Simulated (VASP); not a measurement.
Write the native input for VASP 6.6.1 that does the following.

| Quantity | Value |
| --- | --- |
| Task | single point |
| Functional | PBE |
| Potentials or basis | VASP PAW PBE potentials, release 64 (Tl_d) |
| Cutoff | 520 eV |
| k mesh | 14 × 14 × 14 |
| Occupations | gaussian, width 0.1 eV |
| Spin | no spin polarisation |
| Dipole correction | no |
| Further INCAR settings | ALGO = Normal; EDIFF = 1e-07; NBANDS = 12 |

The structure of Tl lies in POSCAR:

```
Tl
1.0
   -1.7627579700      1.9374479700      1.9374479700
    1.7627579700     -1.9374479700      1.9374479700
    1.7627579700      1.9374479700     -1.9374479700
Tl
1
Direct
    0.0000000000      0.0000000000      0.0000000000
```

This cell differs from its parent crystal: strained.

The input as run:

INCAR

```
SYSTEM = Tl
PREC = Accurate
ENCUT = 520
EDIFF = 1E-7
ISMEAR = 0
SIGMA = 0.1
LREAL = .False.
LASPH = .True.
NELM = 100
ALGO = Normal
ISIF = 2
LWAVE = .False.
LCHARG = .True.
GGA = PE
LELF = .True.
LVHAR = .True.
NBANDS = 12
```

KPOINTS

```
Automatic mesh
0
Gamma
  14 14 14
  0 0 0
```

Potentials or basis: VASP PAW PBE potentials, release 64 (Tl_d).

Run with:

```console
$ cat potpaw_PBE.64/Tl_d/POTCAR > POTCAR
$ mpirun -np 1 vasp_std > vasp.out
```

It gave:

The pressure is 7.1 GPa.

Caveat: the cell differs from its parent crystal (strained).

Run time: 27 s on 1 thread of Intel(R) Xeon(R) Platinum 8375C CPU @ 2.90GHz (Ice Lake), with other jobs on the host, peak memory 0.19 GiB.
